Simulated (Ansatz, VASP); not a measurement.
**One calculation of LiF, two programs**

```
Li F
1.0
     0.00000    2.03259    2.03259
     2.03259    0.00000    2.03259
     2.03259    2.03259    0.00000
Li F
1 1
Direct
  0.50000 0.50000 0.50000
  0.00000 0.00000 0.00000
```

Alike in both runs: functional PBE; k mesh 8 × 8 × 8; occupations gaussian, width 0.1 eV; no spin polarisation.

Ansatz relaxed the structure, and its values are those at the end. VASP's run is a single point on that final structure, the one shown.

```csv
,VASP,Ansatz
version,VASP 6.6.1,Ansatz 0.2.0
potentials or method,"VASP PAW PBE potentials, release 64 (Li_sv, F), cutoff 520 eV","scalar-relativistic, plane waves, PAW"
valence electrons in the cell,10,10
```

```tsv
	VASP	Ansatz	Ansatz less VASP
gap on the k mesh at the Fermi level (eV)	8.85	8.85	+0.001
least direct gap on the mesh (eV)	8.85	8.85	+0.001
```

The functional is the same, so the differences come from potentials, cutoffs and numerics.

Noted on VASP's run: the cutoff is short for stress, so the pressure is rough.
